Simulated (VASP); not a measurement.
# BaTiO3 in VASP: further runs

The runs below take BaTiO3 through single point, with LDA.

Program: VASP 6.6.1. These are calculated values, not measurements. Logs are shortened: lines on timing, memory, paths and dates and some standing lists are left out, and cuts for length are marked.

## (1) The cell of the first run

It takes space group Pm-3m (No. 221, cubic). The conventional cell has a = 4.006 Å, b = 4.006 Å, c = 4.006 Å, α = 90.00°, β = 90.00°, γ = 90.00°. Within 3.7 Å of Ba (site symmetry m-3m) lie 12 O at 2.83 Å and 8 Ti at 3.47 Å. Within 2.7 Å of Ti (site symmetry m-3m) lie 6 O at 2.00 Å. O (site symmetry 4/mmm) has 2 Ti at 2.00 Å within 2.7 Å.

## (2) Single point, LDA

Contents of INCAR:

```
SYSTEM = BaTiO3
PREC = Accurate
ENCUT = 520
EDIFF = 1E-6
ISMEAR = -1
SIGMA = 0.02
LREAL = .FALSE.
LASPH = .TRUE.
NELM = 60
ALGO = Normal
ISIF = 2
LWAVE = .FALSE.
LCHARG = .FALSE.
NBANDS = 28
```

Contents of KPOINTS:

```
Automatic mesh
0
G
  6 6 6
  0 0 0
```

Contents of POSCAR:

```
BaTiO3
1.0
    4.0060000000      0.0000000000      0.0000000000
    0.0000000000      4.0060000000      0.0000000000
    0.0000000000      0.0000000000      4.0060000000
Ba Ti O
1 1 3
Direct
    0.5000000000      0.5000000000      0.5000000000
    0.0000000000      0.0000000000      0.0000000000
    0.5000000000      0.0000000000      0.0000000000
    0.0000000000      0.5000000000      0.0000000000
    0.0000000000      0.0000000000      0.5000000000
```

Potentials or basis: VASP PAW LDA potentials, release 64 (Ba_sv, Ti_sv, O).

Started as:

```console
$ cat potpaw_LDA.64/Ba_sv/POTCAR potpaw_LDA.64/Ti_sv/POTCAR potpaw_LDA.64/O/POTCAR > POTCAR
$ mpirun -np 1 vasp_std > vasp.out
```

OUTCAR:

```text
SYSTEM = BaTiO3
   PREC = Accurate
   ENCUT = 520
   EDIFF = 1E-6
   ISMEAR = -1
   LREAL = .FALSE.
   LASPH = .TRUE.
   NELM = 60
   ISIF = 2

 ion  position               nearest neighbor table
   1  0.500  0.500  0.500-   3 2.83   4 2.83   5 2.83   3 2.83   4 2.83   3 2.83   5 2.83   3 2.83
                             4 2.83   5 2.83   4 2.83   5 2.83   2 3.47   2 3.47   2 3.47   2 3.47
   2  0.000  0.000  0.000-   3 2.00   4 2.00   5 2.00   5 2.00   4 2.00   3 2.00   1 3.47   1 3.47
                             1 3.47   1 3.47   1 3.47   1 3.47   1 3.47   1 3.47
   3  0.500  0.000  0.000-   2 2.00   2 2.00   1 2.83   1 2.83   1 2.83   1 2.83
   4  0.000  0.500  0.000-   2 2.00   2 2.00   1 2.83   1 2.83   1 2.83   1 2.83
   5  0.000  0.000  0.500-   2 2.00   2 2.00   1 2.83   1 2.83   1 2.83   1 2.83

  LATTYP: Found a simple cubic cell.
 ALAT       =     4.0060000000

  Lattice vectors:

 A1 = (   4.0060000000,   0.0000000000,   0.0000000000)
 A2 = (   0.0000000000,   4.0060000000,   0.0000000000)
 A3 = (   0.0000000000,   0.0000000000,   4.0060000000)

Analysis of symmetry for initial positions (statically):
=====================================================================
 Subroutine PRICEL returns:
 Original cell was already a primitive cell.

 Routine SETGRP: Setting up the symmetry group for a
 simple cubic supercell.

 Subroutine GETGRP returns: Found 48 space group operations
 (whereof 48 operations were pure point group operations)
 out of a pool of 48 trial point group operations.

The static configuration has the point symmetry O_h .

Analysis of symmetry for dynamics (positions and initial velocities):
=====================================================================
 Subroutine PRICEL returns:
 Original cell was already a primitive cell.

 Routine SETGRP: Setting up the symmetry group for a
 simple cubic supercell.

 Subroutine GETGRP returns: Found 48 space group operations
 (whereof 48 operations were pure point group operations)
 out of a pool of 48 trial point group operations.

The dynamic configuration has the point symmetry O_h .

 Subroutine INISYM returns: Found 48 space group operations
 (whereof 48 operations are pure point group operations),
 and found     1 'primitive' translations

----------------------------------------------------------------------------------------

                                     Primitive cell
[... 91 lines left out ...]
   NELM   =     60;   NELMIN=  2; NELMDL= -5     # of ELM steps
   EDIFF  = 0.1E-05   stopping-criterion for ELM
   LREAL  =      F    real-space projection
   EDIFFG = 0.1E-04   stopping-criterion for IOM
   NSW    =      0    number of steps for IOM
   IBRION =     -1    ionic relax: 0-MD 1-quasi-New 2-CG
   NFREE  =      0    steps in history (QN), initial steepest desc. (CG)
   ISIF   =      2    stress and relaxation
   ISYM   =      2    0-nonsym 1-usesym 2-fastsym
   POTIM  = 0.5000    time-step for ionic-motion
   TEBEG  =    0.0;   TEEND  =   0.0 temperature during run
   PSTRESS=    0.0 pullay stress
   NELECT =      40.0000    total number of electrons
   NUPDOWN=      -1.0000    fix difference up-down
   EMIN   =  10.00;   EMAX   =-10.00  energy-range for DOS
   EFERMI =   0.00;   METHOD = LEGACY
   ISMEAR =    -1;   SIGMA  =   0.02  broadening in eV -4-tet -1-fermi 0-gaus
   EFERMI_NEDOS =   21; number of points for ismear=-14 and -15
   IALGO  =     38    algorithm
   IMIX   =      4    mixing-type and parameters
     AMIX     =   0.40;   BMIX     =  1.00
     AMIX_MAG =   1.60;   BMIX_MAG =  1.00
  volume/ion in A,a.u.               =      12.86        86.77
  Fermi-wavevector in a.u.,A,eV,Ry     =   1.397603  2.641087 26.576187  1.953295
  Thomas-Fermi vector in A             =   2.520843
   LORBIT       =      0    0 simple, 1 ext, 2 COOP (PROOUT), +10 PAW based schemes
   GGA     = CA    functional components
   LHFCALC =     F    Hartree Fock is set to
   AEXX    =    0.0000 exact exchange contribution
   IVDW    =     0    specifies the selected vdW correction
   LEPSILON=     F    determine dielectric tensor
   LRPA    =     F    only Hartree local field effects (RPA)
 non-spin polarized calculation
  energy-cutoff  :      520.00
  volume of cell :       64.29
 maximum number of plane-waves:      1755
 NGX is ok and might be reduce to    30
   NGX = 15   NGY = 15   NGZ = 15

 number of electron      39.9999976 magnetization

 Free energy of the ion-electron system (eV)
  ---------------------------------------------------
  ext. energy  EPLUGINS =         0.00000000
  ---------------------------------------------------
  free energy    TOTEN  =       -44.09742938 eV

  energy without entropy =      -44.09742938  energy(sigma->0) =      -44.09742938

 E-fermi :   4.1108     XC(G=0): -11.7241

 val. band max:        3.5025954797   @ k =   0.5000   0.5000   0.5000
 cond. band min:       5.1536855300   @ k =   0.0000   0.0000   0.0000
 fundamental gap:      1.6510900502
 Fermi energy:         4.1108458197

 k-point     1 :       0.0000    0.0000    0.0000
  band No.  band energies     occupation
      1     -52.3951      2.00000
      2     -29.0079      2.00000
      3     -29.0079      2.00000
      4     -29.0079      2.00000
      5     -21.1595      2.00000
      6     -13.0723      2.00000
[... 609 lines left out ...]
     27      11.1729      0.00000
     28      11.1729      0.00000

------------------------ aborting loop because EDIFF is reached ----------------------------------------

  FORCE on cell =-STRESS in cart. coord.  units (eV):
  Direction    XX          YY          ZZ          XY          YZ          ZX
  --------------------------------------------------------------------------------------
  -------------------------------------------------------------------------------------
  Total       -2.9212619     -2.9212619     -2.9212619      0.0000000      0.0000000      0.0000000
  in kB      -72.8028276    -72.8028276    -72.8028276      0.0000000      0.0000000      0.0000000
  external PRESSURE =     -72.8028276 kB  Pullay stress =       0.0000000 kB

 VOLUME and BASIS-vectors are now :
 -----------------------------------------------------------------------------
  energy-cutoff  :      520.00
  volume of cell :       64.29
      direct lattice vectors                 reciprocal lattice vectors
     4.006000000  0.000000000  0.000000000     0.249625562  0.000000000  0.000000000
     0.000000000  4.006000000  0.000000000     0.000000000  0.249625562  0.000000000
     0.000000000  0.000000000  4.006000000     0.000000000  0.000000000  0.249625562

 POSITION                                       TOTAL-FORCE (eV/Angst)
 -----------------------------------------------------------------------------------
      2.00300      2.00300      2.00300         0.000000      0.000000      0.000000
      0.00000      0.00000      0.00000         0.000000      0.000000      0.000000
      2.00300      0.00000      0.00000         0.000000      0.000000      0.000000
      0.00000      2.00300      0.00000         0.000000      0.000000      0.000000
      0.00000      0.00000      2.00300         0.000000      0.000000      0.000000
 -----------------------------------------------------------------------------------
    total drift:                                0.000000     -0.000000      0.000000

  FREE ENERGIE OF THE ION-ELECTRON SYSTEM (eV)
  ---------------------------------------------------
  free  energy   TOTEN  =       -44.0974293784 eV

  energy  without entropy=      -44.0974293784  energy(sigma->0) =      -44.09742938
```

stdout:

```text
POSCAR found type information on POSCAR BaTiO
 POSCAR found :  3 types and       5 ions
 scaLAPACK will be used
 LDA part: xc-table for (Slater(with rela. corr.)+CA(PZ))
 , standard interpolation
 POSCAR, INCAR and KPOINTS ok, starting setup
 FFT: planning ... GRIDC
 FFT: planning ... GRID_SOFT
 FFT: planning ... GRID
 WAVECAR not read
 entering main loop
```

Run time: 67 s. Hardware: 1 thread of Intel Xeon 8259CL, shared host; peak memory 0.17 GiB.

What came out:

```
Free energy            : -44.0974 eV
Pressure               : -7.3 GPa
Band gap on the k mesh : 1.65 eV (least direct gap 1.79 eV)
```

Caveat: the cell stands under tension; spin-orbit coupling is left out, which moves the levels of the heavy elements. LDA gaps usually lie below the measured ones, often by a third to a half.

## (3) Single point, LDA

This run uses another cell than the first one, of 12.21 Å³/atom.

Contents of INCAR:

```
SYSTEM = BaTiO3
  PREC = Accurate
  ENCUT = 520
  EDIFF = 1E-7
  ISMEAR = -1
  SIGMA = 0.02
  LREAL = .False.
  LASPH = .True.
  NELM = 80
  ALGO = Normal
  ISIF = 2
  LWAVE = .False.
  LCHARG = .True.
  LELF = .True.
  LVHAR = .True.
  NBANDS = 28
```

Contents of KPOINTS:

```
Automatic mesh
0
Gamma
  6 6 6
  0 0 0
```

POSCAR, as its differences from that of step 2:

```diff
@@ -4,3 +4,3 @@
     0.0000000000      4.0060000000      0.0000000000
-    0.0000000000      0.0000000000      4.0060000000
+    0.0000000000      0.0000000000      3.8057000000
 Ba Ti O
```

Potentials or basis: VASP PAW LDA potentials, release 64 (Ba_sv, Ti_sv, O).

Started as:

```console
$ cat potpaw_LDA.64/Ba_sv/POTCAR potpaw_LDA.64/Ti_sv/POTCAR potpaw_LDA.64/O/POTCAR > POTCAR
$ mpirun -np 1 vasp_std > vasp.out
```

OUTCAR:

```text
SYSTEM = BaTiO3
   PREC = Accurate
   ENCUT = 520
   EDIFF = 1E-7
   ISMEAR = -1
   LREAL = .False.
   LASPH = .True.
   NELM = 80
   ISIF = 2

 ion  position               nearest neighbor table
   1  0.500  0.500  0.500-   3 2.76   4 2.76   3 2.76   4 2.76   3 2.76   3 2.76   4 2.76   4 2.76
                             5 2.83   5 2.83   5 2.83   5 2.83   2 3.41   2 3.41   2 3.41   2 3.41
   2  0.000  0.000  0.000-   5 1.90   5 1.90   3 2.00   4 2.00   4 2.00   3 2.00   1 3.41   1 3.41
                             1 3.41   1 3.41   1 3.41   1 3.41   1 3.41   1 3.41
   3  0.500  0.000  0.000-   2 2.00   2 2.00   1 2.76   1 2.76   1 2.76   1 2.76
   4  0.000  0.500  0.000-   2 2.00   2 2.00   1 2.76   1 2.76   1 2.76   1 2.76
   5  0.000  0.000  0.500-   2 1.90   2 1.90   1 2.83   1 2.83   1 2.83   1 2.83

  LATTYP: Found a simple tetragonal cell.
 ALAT       =     4.0060000000
 C/A-ratio  =     0.9500000000

  Lattice vectors:

 A1 = (   4.0060000000,   0.0000000000,   0.0000000000)
 A2 = (   0.0000000000,   4.0060000000,   0.0000000000)
 A3 = (   0.0000000000,   0.0000000000,   3.8057000000)

Analysis of symmetry for initial positions (statically):
[... 182 lines left out ...]
 cond. band min:       5.5931613693   @ k =   0.0000   0.0000   0.0000
 fundamental gap:      1.6163654715
 Fermi energy:         4.4426293008

 k-point     1 :       0.0000    0.0000    0.0000
  band No.  band energies     occupation
      1     -51.7599      2.00000
      2     -28.4464      2.00000
      3     -28.3896      2.00000
      4     -28.3896      2.00000
      5     -20.6511      2.00000
      6     -12.8677      2.00000
[... 733 lines left out ...]
     27      12.4588      0.00000
     28      13.6927      0.00000

 [... further k-points ...]

------------------------ aborting loop because EDIFF is reached ----------------------------------------

  FORCE on cell =-STRESS in cart. coord.  units (eV):
  Direction    XX          YY          ZZ          XY          YZ          ZX
  --------------------------------------------------------------------------------------
  -------------------------------------------------------------------------------------
  Total       -0.6046735     -0.6046735      4.3500589      0.0000000      0.0000000      0.0000000
  in kB      -15.8626249    -15.8626249    114.1167186      0.0000000      0.0000000      0.0000000
  external PRESSURE =      27.4638229 kB  Pullay stress =       0.0000000 kB

 VOLUME and BASIS-vectors are now :
 -----------------------------------------------------------------------------
  energy-cutoff  :      520.00
  volume of cell :       61.07
      direct lattice vectors                 reciprocal lattice vectors
     4.006000000  0.000000000  0.000000000     0.249625562  0.000000000  0.000000000
     0.000000000  4.006000000  0.000000000     0.000000000  0.249625562  0.000000000
     0.000000000  0.000000000  3.805700000     0.000000000  0.000000000  0.262763749

 POSITION                                       TOTAL-FORCE (eV/Angst)
 -----------------------------------------------------------------------------------
      2.00300      2.00300      1.90285         0.000000      0.000000      0.000000
      0.00000      0.00000      0.00000         0.000000      0.000000      0.000000
      2.00300      0.00000      0.00000         0.000000      0.000000      0.000000
      0.00000      2.00300      0.00000         0.000000      0.000000      0.000000
      0.00000      0.00000      1.90285         0.000000      0.000000      0.000000
 -----------------------------------------------------------------------------------
    total drift:                                0.000000     -0.000000      0.000000

  FREE ENERGIE OF THE ION-ELECTRON SYSTEM (eV)
  ---------------------------------------------------
  free  energy   TOTEN  =       -44.0686844454 eV

  energy  without entropy=      -44.0686844454  energy(sigma->0) =      -44.06868445
```

Wall time 1.8 min (1 thread of Intel Xeon 8259CL, shared host); peak memory 0.2 GiB.

Results:

```yaml
Free_energy: -44.0687 eV
Pressure: 2.7 GPa
Band_gap_on_the_k_mesh: 1.62 eV (least direct gap 1.71 eV)
```

Stress tensor (GPa, compression positive):
```
-1.59  0.00  0.00
 0.00 -1.59  0.00
 0.00  0.00 11.41
```

Levels at points of the mesh, in eV from the valence-band top:
```csv
k point,band 17,band 18,band 19,band 20,band 21,band 22,band 23,band 24
"(0.00, 0.00, 0.00)",-1.12,-0.17,-0.17,-0.10,1.62,1.72,1.72,4.03
"(0.50, 0.00, 0.00)",-1.78,-1.77,-0.76,-0.73,1.89,3.48,3.50,4.30
"(0.50, 0.50, 0.00)",-1.72,-1.21,-1.21,-0.28,3.51,3.51,3.89,5.53
"(0.00, 0.00, 0.50)",-2.21,-2.00,-0.82,-0.82,1.86,3.98,3.98,4.04
"(0.50, 0.00, 0.50)",-1.78,-0.76,-0.74,-0.14,3.50,3.99,4.23,4.96
"(0.50, 0.50, 0.50)",-2.11,-0.15,0.00,0.00,4.23,4.52,4.52,6.61
```

Caveat: spin-orbit coupling is left out, which moves the levels of the heavy elements.

## (4) Single point, LDA

This run uses another cell than the first one, of 12.54 Å³/atom.

Contents of INCAR:

```
PREC = Accurate
ENCUT = 520
EDIFF = 1E-6
ISMEAR = -1
SIGMA = 0.02
LREAL = F
LASPH = T
NELM = 100
ALGO = Normal
ISIF = 2
LWAVE = F
LCHARG = T
GGA = CA
LELF = T
LVHAR = T
NBANDS = 28
```

Contents of KPOINTS:

```
Automatic mesh
0
Gamma
  6 6 6
```

POSCAR, as its differences from that of step 3:

```diff
@@ -4,3 +4,3 @@
     0.0000000000      4.0060000000      0.0000000000
-    0.0000000000      0.0000000000      3.8057000000
+    0.0000000000      0.0000000000      3.9058500000
 Ba Ti O
```

Started as:

```console
$ cat potpaw_LDA.64/Ba_sv/POTCAR potpaw_LDA.64/Ti_sv/POTCAR potpaw_LDA.64/O/POTCAR > POTCAR
$ mpirun -np 1 vasp_std > vasp.out
```

It took 94 s on 1 thread of Intel Xeon 8259CL, shared host; peak memory 0.2 GiB.

It converged, with:

- Free energy: -44.1297 eV
- Pressure: -2.8 GPa
- Band gap on the k mesh: 1.64 eV (least direct gap 1.76 eV)

Stress tensor (GPa, compression positive):
```
-4.63  0.00  0.00
 0.00 -4.63  0.00
 0.00  0.00  0.85
```

Levels at points of the mesh, in eV from the valence-band top:
| k point | band 16 | band 17 | band 18 | band 19 | band 20 | band 21 | band 22 | band 23 | band 24 | band 25 |
| --- | --- | --- | --- | --- | --- | --- | --- | --- | --- | --- |
| (0.00, 0.00, 0.00) | -1.20 | -1.11 | -0.15 | -0.15 | -0.12 | 1.64 | 1.69 | 1.69 | 3.98 | 4.16 |
| (0.50, 0.00, 0.00) | -2.03 | -1.82 | -1.81 | -0.75 | -0.72 | 1.85 | 3.47 | 3.48 | 4.13 | 6.12 |
| (0.50, 0.50, 0.00) | -2.74 | -1.74 | -1.03 | -1.03 | -0.18 | 3.49 | 3.49 | 3.88 | 5.14 | 7.72 |
| (0.00, 0.00, 0.50) | -2.11 | -2.08 | -1.99 | -0.77 | -0.77 | 1.84 | 3.70 | 3.70 | 3.99 | 6.24 |
| (0.50, 0.00, 0.50) | -2.85 | -1.75 | -0.81 | -0.80 | -0.10 | 3.48 | 3.71 | 4.03 | 4.87 | 7.88 |
| (0.50, 0.50, 0.50) | -2.52 | -2.26 | -0.06 | 0.00 | 0.00 | 4.18 | 4.31 | 4.31 | 6.64 | 6.77 |

Caveat: spin-orbit coupling is left out, which moves the levels of the heavy elements. A k mesh can miss the band edges.

[end of part 1 of 2]
